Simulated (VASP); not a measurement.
# Zr5N4 in VASP: relaxation of the atoms with PBEsol

Aim: the relaxation of the atoms of Zr5N4 with PBEsol.

Everything below comes from runs of VASP 6.6.1. Logs are shortened: lines on timing, memory, paths and dates and some standing lists are left out, and cuts for length are marked.

### Step 1. The cell of the first run

The cell holds a slab with vacuum, 9 atoms: a = 3.219 Å, b = 3.219 Å, c = 25.513 Å, α = 90.00°, β = 90.00°, γ = 120.00°.

### Step 2. Relaxation of the atoms, PBEsol

INCAR reads:

```
ALGO = Normal ; DIPOL = 0.5 0.5 0.500
EDIFF = 1E-7 ; EDIFFG = -0.02
ENCUT = 520 ; GGA = PS
GGA_COMPAT = False ; IBRION = 2
IDIPOL = 3 ; ISIF = 2
ISMEAR = 0 ; KPAR = 4
LASPH = True ; LCHARG = False
LDIPOL = True ; LREAL = False
LWAVE = False ; NELM = 120
NELMDL = -8 ; NELMIN = 4
NSW = 80 ; PREC = Accurate
SIGMA = 0.1
```

KPOINTS reads:

```
k-points
0
Gamma
  12 12 1
```

POSCAR reads:

```
Zr5N4
1.0
    3.2188796042      0.0000000000      0.0000000000
   -1.6094398021      2.7876315090      0.0000000000
    0.0000000000      0.0000000000     25.5128167650
Zr N
5 4
Direct
    0.6666666667      0.3333333333      0.2939698924
    0.3333333333      0.6666666667      0.3969849462
    0.0000000000      0.0000000000      0.5000000000
    0.6666666667      0.3333333333      0.6030150538
    0.3333333333      0.6666666667      0.7060301076
    0.0000000000      0.0000000000      0.3454774193
    0.6666666667      0.3333333333      0.4484924731
    0.3333333333      0.6666666667      0.5515075269
    0.0000000000      0.0000000000      0.6545225807
```

Potentials or basis: VASP PAW PBE potentials, release 64 (Zr_sv, N).

Started as:

```console
cat potpaw_PBE.64/Zr_sv/POTCAR potpaw_PBE.64/N/POTCAR > POTCAR
mpirun -np 4 vasp_std > vasp.out
```

OUTCAR:

```text
EDIFF = 1E-7
   EDIFFG = -0.02
   ENCUT = 520
   GGA = PS
   IBRION = 2
   ISIF = 2
   ISMEAR = 0
   LASPH = True
   LREAL = False
   NELM = 120
   NELMDL = -8
   NELMIN = 4
   NSW = 80
   PREC = Accurate

 ion  position               nearest neighbor table
   1  0.667  0.333  0.294-   6 2.28   6 2.28   6 2.28   2 3.22   2 3.22   2 3.22
   2  0.333  0.667  0.397-   6 2.28   7 2.28   7 2.28   6 2.28   6 2.28   7 2.28   1 3.22   3 3.22
                             1 3.22   3 3.22   3 3.22   1 3.22
   3  0.000  0.000  0.500-   7 2.28   8 2.28   7 2.28   8 2.28   7 2.28   8 2.28   2 3.22   4 3.22
                             2 3.22   4 3.22   4 3.22   2 3.22
   4  0.667  0.333  0.603-   9 2.28   8 2.28   8 2.28   9 2.28   9 2.28   8 2.28   5 3.22   3 3.22
                             5 3.22   3 3.22   3 3.22   5 3.22
   5  0.333  0.667  0.706-   9 2.28   9 2.28   9 2.28   4 3.22   4 3.22   4 3.22
   6  0.000  0.000  0.345-   2 2.28   1 2.28   2 2.28   1 2.28   2 2.28   1 2.28
   7  0.667  0.333  0.448-   3 2.28   2 2.28   2 2.28   3 2.28   3 2.28   2 2.28
   8  0.333  0.667  0.552-   3 2.28   4 2.28   4 2.28   3 2.28   3 2.28   4 2.28
   9  0.000  0.000  0.655-   4 2.28   5 2.28   4 2.28   5 2.28   4 2.28   5 2.28

  LATTYP: Found a hexagonal cell.
 ALAT       =     3.2188796042
 C/A-ratio  =     7.9259928615

  Lattice vectors:

 A1 = (   3.2188796042,   0.0000000000,   0.0000000000)
 A2 = (  -1.6094398021,   2.7876315090,   0.0000000000)
 A3 = (   0.0000000000,   0.0000000000,  25.5128167650)

Analysis of symmetry for initial positions (statically):
=====================================================================
 Subroutine PRICEL returns:
 Original cell was already a primitive cell.

 Routine SETGRP: Setting up the symmetry group for a
 hexagonal supercell.

 Subroutine GETGRP returns: Found 12 space group operations
 (whereof 12 operations were pure point group operations)
 out of a pool of 24 trial point group operations.

The static configuration has the point symmetry D_3d.

Analysis of symmetry for dynamics (positions and initial velocities):
=====================================================================
 Subroutine PRICEL returns:
 Original cell was already a primitive cell.

 Routine SETGRP: Setting up the symmetry group for a
 hexagonal supercell.

[... 146 lines left out ...]
  energy-cutoff  :      520.00
  volume of cell :      228.93
 maximum number of plane-waves:      6246
 NGX is ok and might be reduce to    24
   NGX = 11   NGY = 11   NGZ = 95

--------------------------------------- Ionic step        1  -------------------------------------------

 number of electron      80.0000010 magnetization

 Free energy of the ion-electron system (eV)
  ---------------------------------------------------
  ext. energy  EPLUGINS =         0.00000000
  ---------------------------------------------------
  free energy    TOTEN  =       -93.03560909 eV

  energy without entropy =      -92.98476390  energy(sigma->0) =      -93.01018650

------------------------ aborting loop because EDIFF is reached ----------------------------------------

  FORCE on cell =-STRESS in cart. coord.  units (eV):
  Direction    XX          YY          ZZ          XY          YZ          ZX
  --------------------------------------------------------------------------------------
  -------------------------------------------------------------------------------------
  Total       -2.8882005     -2.8882005     -2.1195152     -0.0000000      0.0000000     -0.0000000
  in kB      -20.2134023    -20.2134023    -14.8336700     -0.0000000      0.0000000     -0.0000000
  external PRESSURE =     -18.4201582 kB  Pullay stress =       0.0000000 kB
[... 73 lines left out ...]
--------------------------------------- Ionic step        3  -------------------------------------------

 number of electron      80.0000010 magnetization

 dipolmoment           0.000000      0.000000      0.000000 electrons x Angstroem

------------------------ aborting loop because EDIFF is reached ----------------------------------------

  FORCE on cell =-STRESS in cart. coord.  units (eV):
  Direction    XX          YY          ZZ          XY          YZ          ZX
  --------------------------------------------------------------------------------------
  -------------------------------------------------------------------------------------
  Total       -1.7133276     -1.7133276     -0.7340594      0.0000000      0.0000000      0.0000000
  in kB      -11.9909196    -11.9909196     -5.1373985      0.0000000      0.0000000      0.0000000
  external PRESSURE =      -9.7064126 kB  Pullay stress =       0.0000000 kB
[... 116 lines left out ...]
--------------------------------------- Ionic step        6  -------------------------------------------

 number of electron      80.0000010 magnetization

 dipolmoment           0.000000      0.000000     -0.000000 electrons x Angstroem

 Free energy of the ion-electron system (eV)
  ---------------------------------------------------
  ext. energy  EPLUGINS =         0.00000000
  ---------------------------------------------------
  free energy    TOTEN  =       -93.10337781 eV

  energy without entropy =      -93.06057547  energy(sigma->0) =      -93.08197664

 E-fermi :   3.8101     XC(G=0):  -7.1718

 val. band max:        3.8082993776   @ k =   0.0833   0.0000   0.0000
 cond. band min:       3.8170298098   @ k =   0.3333   0.1667   0.0000
 fundamental gap:      0.0087304322
 Fermi energy:         3.8100723494

 k-point     1 :       0.0000    0.0000    0.0000
  band No.  band energies     occupation
      1     -45.5985      2.00000
      2     -45.4300      2.00000
      3     -45.4156      2.00000
      4     -45.2139      2.00000
      5     -45.2134      2.00000
      6     -24.3504      2.00000
[... 958 lines left out ...]
     47       6.3383      0.00000
     48       6.3383      0.00000

------------------------ aborting loop because EDIFF is reached ----------------------------------------

 vacuum level on the upper side and lower side of the slab       (xc-potential included)        -0.005        -0.005

  FORCE on cell =-STRESS in cart. coord.  units (eV):
  Direction    XX          YY          ZZ          XY          YZ          ZX
  --------------------------------------------------------------------------------------
  -------------------------------------------------------------------------------------
  Total       -1.5082546     -1.5082546     -0.4805507     -0.0000000      0.0000000      0.0000000
  in kB      -10.5556928    -10.5556928     -3.3631893     -0.0000000      0.0000000      0.0000000
  external PRESSURE =      -8.1581917 kB  Pullay stress =       0.0000000 kB
[... 24 lines left out ...]
  FREE ENERGIE OF THE ION-ELECTRON SYSTEM (eV)
  ---------------------------------------------------
  free  energy   TOTEN  =       -93.1033778085 eV

  energy  without entropy=      -93.0605754716  energy(sigma->0) =      -93.08197664

 reached required accuracy - stopping structural energy minimisation

 vacuum level on the upper side and lower side of the slab         8.272         8.272
```

CONTCAR:

```text
Zr5N4
   1.00000000000000
     3.2188796042000001    0.0000000000000000    0.0000000000000000
    -1.6094398021000000    2.7876315090000001    0.0000000000000000
     0.0000000000000000    0.0000000000000000   25.5128167650000002
  Zr              N
     5     4
Direct
     0.6666666667000030    0.3333333332999970    0.2960244400975028
     0.3333333332999970    0.6666666667000030    0.3956116299834611
     1.0000000000000000    0.0000000000000000    0.5000000000000000
     0.6666666667000030    0.3333333332999970    0.6043883700165389
     0.3333333332999970    0.6666666667000030    0.7039755599024973
     1.0000000000000000    1.0000000000000000    0.3446607925808015
     0.6666666667000030    0.3333333332999970    0.4482658972018197
     0.3333333332999970    0.6666666667000030    0.5517341027981801
     0.0000000000000000    0.0000000000000000    0.6553392074191985

  0.00000000E+00  0.00000000E+00  0.00000000E+00
  0.00000000E+00  0.00000000E+00  0.00000000E+00
  0.00000000E+00  0.00000000E+00  0.00000000E+00
  0.00000000E+00  0.00000000E+00  0.00000000E+00
  0.00000000E+00  0.00000000E+00  0.00000000E+00
  0.00000000E+00  0.00000000E+00  0.00000000E+00
  0.00000000E+00  0.00000000E+00  0.00000000E+00
  0.00000000E+00  0.00000000E+00  0.00000000E+00
  0.00000000E+00  0.00000000E+00  0.00000000E+00
```

Run time: 4.6 min. Hardware: 4 MPI ranks of Intel Xeon Platinum 8375C at 2.90GHz (Ice Lake), shared host; peak memory 0.43 GiB.

Results:

| Property | Result |
| --- | --- |
| Free energy | -93.1034 eV |
| Energy gained by relaxing | 7.5 meV/atom |
| Ionic steps | 6 |
| Largest force after relaxing | 0.016 eV/Å |
| Band gap on the k mesh | zero (bands 40 and 41 overlap by 0.52 eV) |

Forces in eV/Å, atoms in the order of the input:
```
Zr   0.000  0.000  0.016
Zr   0.000  0.000  0.011
Zr   0.000  0.000  0.000
Zr   0.000  0.000 -0.011
Zr   0.000  0.000 -0.016
N    0.000  0.000  0.015
N    0.000  0.000  0.016
N    0.000  0.000 -0.016
N    0.000  0.000 -0.015
```

Step by step:
```
step  energy change (eV)  largest force (eV/Å)  pressure (GPa)
   1              0.0000                0.7044           -1.84
   2             -0.0611                0.2438           -1.17
   3             -0.0640                0.1609           -0.97
   4             -0.0676                0.0338           -0.84
   5             -0.0676                0.0300           -0.83
   6             -0.0678                0.0161           -0.82
```

Final structure:
```xyz
9
Lattice="3.2189 0.0000 0.0000 -1.6094 2.7876 0.0000 0.0000 0.0000 25.5128" Properties=species:S:1:pos:R:3 pbc="T T T"
Zr    1.6094    0.9292    7.5524
Zr    0.0000    1.8584   10.0932
Zr    3.2189    0.0000   12.7564
Zr    1.6094    0.9292   15.4197
Zr    0.0000    1.8584   17.9604
N     1.6094    2.7876    8.7933
N     1.6094    0.9292   11.4365
N     0.0000    1.8584   14.0763
N     0.0000    0.0000   16.7195
```

Caveat: the PAW data sets were made with another functional, which shifts forces and pressure a little.
